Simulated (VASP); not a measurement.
# ZnCu (Pm-3m) in VASP: single point with PBE

Aim: the single point of ZnCu with PBE.

Everything below comes from runs of VASP 6.6.1. Logs are shortened: lines on timing, memory, paths and dates and some standing lists are left out, and cuts for length are marked.

## 1. The cell of the first run

The structure is cubic, space group Pm-3m (No. 221). Conventional cell: a = 2.963 Å, b = 2.963 Å, c = 2.963 Å, α = 90.00°, β = 90.00°, γ = 90.00°. Within 3.4 Å of Zn (site symmetry m-3m) lie 8 Cu at 2.57 Å and 6 Zn at 2.96 Å. Cu (site symmetry m-3m) has 8 Zn at 2.57 Å and 6 Cu at 2.96 Å within 3.4 Å.

## 2. Single point, PBE

The input, INCAR:

```
  ALGO = Normal
  EDIFF = 1E-6
  ENCUT = 520
  GGA = PE
  ISIF = 2
  ISMEAR = -1
  LASPH = T
  LCHARG = T
  LELF = T
  LREAL = F
  LVHAR = T
  LWAVE = F
  NBANDS = 18
  NELM = 80
  PREC = Accurate
  SIGMA = 0.05
```

The input, KPOINTS:

```
k-points
0
Gamma
  14 14 14
```

The input, POSCAR:

```
ZnCu
1.0
    2.9632359324      0.0000000000      0.0000000000
    0.0000000000      2.9632359324      0.0000000000
    0.0000000000      0.0000000000      2.9632359324
Zn Cu
1 1
Direct
    0.5000000000      0.5000000000      0.5000000000
    0.0000000000      0.0000000000      0.0000000000
```

Potentials or basis: VASP PAW PBE potentials, release 64 (Zn, Cu).

The run is started by

```console
$ cat potpaw_PBE.64/Zn/POTCAR potpaw_PBE.64/Cu/POTCAR > POTCAR
$ mpirun -np 1 vasp_std > vasp.out
```

OUTCAR:

```text
EDIFF = 1E-6
   ENCUT = 520
   GGA = PE
   ISIF = 2
   ISMEAR = -1
   LASPH = T
   LREAL = F
   NELM = 80
   PREC = Accurate

 ion  position               nearest neighbor table
   1  0.500  0.500  0.500-   2 2.57   2 2.57   2 2.57   2 2.57   2 2.57   2 2.57   2 2.57   2 2.57

   2  0.000  0.000  0.000-   1 2.57   1 2.57   1 2.57   1 2.57   1 2.57   1 2.57   1 2.57   1 2.57

  LATTYP: Found a simple cubic cell.
 ALAT       =     2.9632359324

  Lattice vectors:

 A1 = (   2.9632359324,   0.0000000000,   0.0000000000)
 A2 = (   0.0000000000,   2.9632359324,   0.0000000000)
 A3 = (   0.0000000000,   0.0000000000,   2.9632359324)

Analysis of symmetry for initial positions (statically):
=====================================================================
 Subroutine PRICEL returns:
 Original cell was already a primitive cell.

 Routine SETGRP: Setting up the symmetry group for a
 simple cubic supercell.

 Subroutine GETGRP returns: Found 48 space group operations
 (whereof 48 operations were pure point group operations)
 out of a pool of 48 trial point group operations.

The static configuration has the point symmetry O_h .

Analysis of symmetry for dynamics (positions and initial velocities):
=====================================================================
 Subroutine PRICEL returns:
 Original cell was already a primitive cell.

 Routine SETGRP: Setting up the symmetry group for a
 simple cubic supercell.

 Subroutine GETGRP returns: Found 48 space group operations
 (whereof 48 operations were pure point group operations)
 out of a pool of 48 trial point group operations.

The dynamic configuration has the point symmetry O_h .

 Subroutine INISYM returns: Found 48 space group operations
 (whereof 48 operations are pure point group operations),
 and found     1 'primitive' translations

----------------------------------------------------------------------------------------

                                     Primitive cell

  volume of cell :      26.0195

  direct lattice vectors                    reciprocal lattice vectors
     2.963235932  0.000000000  0.000000000     0.337468910  0.000000000  0.000000000
     0.000000000  2.963235932  0.000000000     0.000000000  0.337468910  0.000000000
     0.000000000  0.000000000  2.963235932     0.000000000  0.000000000  0.337468910

  length of vectors
[... 72 lines left out ...]
 SYSTEM =  unknown system
   PREC   = accura    normal or accurate (medium, high low for compatibility)
   ISTART =      0    job   : 0-new  1-cont  2-samecut
   ICHARG =      2    charge: 1-file 2-atom 10-const
   ISPIN  =      1    spin polarized calculation?
   LNONCOLLINEAR =      F non collinear calculations
   LSORBIT =      F    spin-orbit coupling
   LASPH  =      T    aspherical Exc in radial PAW
   ENCUT  =  520.0 eV  38.22 Ry    6.18 a.u.   5.51  5.51  5.51*2*pi/ulx,y,z
   NELM   =     80;   NELMIN=  2; NELMDL= -5     # of ELM steps
   EDIFF  = 0.1E-05   stopping-criterion for ELM
   LREAL  =      F    real-space projection
   EDIFFG = 0.1E-04   stopping-criterion for IOM
   NSW    =      0    number of steps for IOM
   IBRION =     -1    ionic relax: 0-MD 1-quasi-New 2-CG
   NFREE  =      0    steps in history (QN), initial steepest desc. (CG)
   ISIF   =      2    stress and relaxation
   ISYM   =      2    0-nonsym 1-usesym 2-fastsym
   POTIM  = 0.5000    time-step for ionic-motion
   TEBEG  =    0.0;   TEEND  =   0.0 temperature during run
   PSTRESS=    0.0 pullay stress
   NELECT =      23.0000    total number of electrons
   NUPDOWN=      -1.0000    fix difference up-down
   EMIN   =  10.00;   EMAX   =-10.00  energy-range for DOS
   EFERMI =   0.00;   METHOD = LEGACY
   ISMEAR =    -1;   SIGMA  =   0.05  broadening in eV -4-tet -1-fermi 0-gaus
   EFERMI_NEDOS =   21; number of points for ismear=-14 and -15
   IALGO  =     38    algorithm
   IMIX   =      4    mixing-type and parameters
     AMIX     =   0.40;   BMIX     =  1.00
     AMIX_MAG =   1.60;   BMIX_MAG =  1.00
  volume/ion in A,a.u.               =      13.01        87.79
  Fermi-wavevector in a.u.,A,eV,Ry     =   1.571151  2.969045 33.586184  2.468515
  Thomas-Fermi vector in A             =   2.672778
   LORBIT       =      0    0 simple, 1 ext, 2 COOP (PROOUT), +10 PAW based schemes
   GGA     = PE    functional components
   LHFCALC =     F    Hartree Fock is set to
   AEXX    =    0.0000 exact exchange contribution
   IVDW    =     0    specifies the selected vdW correction
   LEPSILON=     F    determine dielectric tensor
   LRPA    =     F    only Hartree local field effects (RPA)
 non-spin polarized calculation
  energy-cutoff  :      520.00
  volume of cell :       26.02
 maximum number of plane-waves:       739
 NGX is ok and might be reduce to    24
   NGX = 11   NGY = 11   NGZ = 11

 number of electron      23.0000019 magnetization

 Free energy of the ion-electron system (eV)
  ---------------------------------------------------
  ext. energy  EPLUGINS =         0.00000000
  ---------------------------------------------------
  free energy    TOTEN  =        -5.01788219 eV

  energy without entropy =       -5.01489792  energy(sigma->0) =       -5.01639005

 E-fermi :   5.3809     XC(G=0): -12.2986

 val. band max:        5.2993144648   @ k =   0.5000   0.5000   0.2143
 cond. band min:       5.3928277894   @ k =   0.4286   0.3571   0.2143
 fundamental gap:      0.0935133246
 Fermi energy:         5.3809008976

 k-point     1 :       0.0000    0.0000    0.0000
  band No.  band energies     occupation
      1      -4.8294      2.00000
      2      -2.4233      2.00000
      3      -2.4233      2.00000
      4      -1.7582      2.00000
      5      -1.7582      2.00000
      6      -1.7582      2.00000
[... 481 lines left out ...]
      5      -1.8077      2.00000
      6      -1.2495      2.00000
[... 10 lines left out ...]
     17      20.9699      0.00000
     18      21.9265      0.00000

 [... further k-points ...]
[... 5 lines left out ...]
  --------------------------------------------------------------------------------------
  -------------------------------------------------------------------------------------
  Total        0.0838813      0.0838813      0.0838813     -0.0000000     -0.0000000     -0.0000000
  in kB        5.1650776      5.1650776      5.1650776     -0.0000000     -0.0000000     -0.0000000
  external PRESSURE =       5.1650776 kB  Pullay stress =       0.0000000 kB

 VOLUME and BASIS-vectors are now :
 -----------------------------------------------------------------------------
  energy-cutoff  :      520.00
  volume of cell :       26.02
      direct lattice vectors                 reciprocal lattice vectors
     2.963235932  0.000000000  0.000000000     0.337468910  0.000000000  0.000000000
     0.000000000  2.963235932  0.000000000     0.000000000  0.337468910  0.000000000
     0.000000000  0.000000000  2.963235932     0.000000000  0.000000000  0.337468910

 POSITION                                       TOTAL-FORCE (eV/Angst)
 -----------------------------------------------------------------------------------
      1.48162      1.48162      1.48162         0.000000      0.000000      0.000000
      0.00000      0.00000      0.00000         0.000000      0.000000      0.000000
 -----------------------------------------------------------------------------------
    total drift:                                0.000000      0.000000     -0.000000

  FREE ENERGIE OF THE ION-ELECTRON SYSTEM (eV)
  ---------------------------------------------------
  free  energy   TOTEN  =        -5.0178821859 eV

  energy  without entropy=       -5.0148979154  energy(sigma->0) =       -5.01639005
```

Run time: 17 s. Hardware: 1 thread of Intel Xeon 6975P-C (Granite Rapids), shared host; peak memory 0.18 GiB.

What came out:

| Property | Result |
| --- | --- |
| Free energy | -5.0179 eV |
| Pressure | 0.5 GPa |

Levels at points of the mesh, in eV from the Fermi level:
| k point | band 10 | band 11 | band 12 | band 13 | band 14 | band 15 |
| --- | --- | --- | --- | --- | --- | --- |
| (0.00, 0.00, 0.00) | -2.72 | -2.72 | 6.15 | 6.15 | 6.15 | 11.12 |
| (0.50, 0.00, 0.00) | -3.25 | -2.79 | -2.01 | 11.53 | 11.53 | 12.17 |
| (0.50, 0.50, 0.00) | -2.49 | -1.85 | -1.85 | 1.66 | 2.02 | 13.72 |
| (0.50, 0.50, 0.50) | -2.47 | 3.71 | 4.28 | 4.28 | 4.28 | 4.44 |
